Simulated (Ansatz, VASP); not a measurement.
Two plane-wave programs on LiF

Contents of POSCAR:

```
LiF
1.0
    0.0000000000      2.0140000000      2.0140000000
    2.0140000000      0.0000000000      2.0140000000
    2.0140000000      2.0140000000      0.0000000000
F Li
1 1
Direct
    0.5000000000      0.5000000000      0.5000000000
    0.0000000000      0.0000000000      0.0000000000
```

File INCAR.step1:

```
  PREC = Accurate
  ENCUT = 520
  ISMEAR = 0
  SIGMA = 0.01
  LREAL = False
  LASPH = True
  NELM = 60
  NBANDS = 12
  GGA = PE
  ALGO = Normal
  EDIFF = 1E-4
  LWAVE = True
  LCHARG = False
```

The input INCAR.step2:

```
  PREC = Accurate
  ENCUT = 520
  EDIFF = 1E-7
  ISMEAR = 0
  SIGMA = 0.01
  LREAL = False
  LASPH = True
  NELM = 60
  ALGO = Normal
  ISIF = 2
  LWAVE = False
  LCHARG = False
  METAGGA = R2SCAN
  LMIXTAU = True
  NBANDS = 12
  ISTART = 1
```

File KPOINTS:

```
Automatic mesh
0
Gamma
  10 10 10
```

The input input.yaml:

```yaml
crystal:
  lattice:
    - [0.0, 2.014, 2.014]
    - [2.014, 0.0, 2.014]
    - [2.014, 2.014, 0.0]
  atoms:
    - { symbol: F, position: [0.5, 0.5, 0.5] }
    - { symbol: Li, position: [0.0, 0.0, 0.0] }
kpoints:
  mp_grid: { grid: [10, 10, 10] }
  band_path:
    path:
      - [0.0, 0.0, 0.0]
      - [0.5, 0.0, 0.5]
      - [0.625, 0.25, 0.625]
      - [0.375, 0.375, 0.75]
      - [0.5, 0.5, 0.5]
      - [0.5, 0.25, 0.75]
      - [-0.0625, 0.0, 0.0625]
    npoints: 1
hamiltonian:
  xc: r2scan
scf:
  occupations: { method: fixed }
  n_extra_bands: 4
output:
  forces: true
  stress: true
  eigenvalues: true
```

Alike in both runs: functional r2SCAN; k mesh 10 × 10 × 10; no spin polarisation.

|  | VASP | Ansatz |
| --- | --- | --- |
| version | VASP 6.6.1 | Ansatz 0.2.0 |
| potentials or method | VASP PAW PBE potentials, release 64 (F, Li_sv) | Ansatz PAW |
| plane-wave cutoff (eV) | 520 | 500 |
| occupations | gaussian, width 0.01 eV | fixed |
| valence electrons in the cell | 10 | 10 |
| task | single point | band structure |

|  | VASP | Ansatz | Ansatz less VASP |
| --- | --- | --- | --- |
| gap on the k mesh at the Fermi level (eV) | 10.27 | 10.06 | -0.206 |
| least direct gap on the mesh (eV) | 10.27 | 10.06 | -0.206 |

VASP's potentials were made for PBE, not for r2SCAN.

Noted on VASP's run: the cutoff is short for stress, so the pressure is rough.
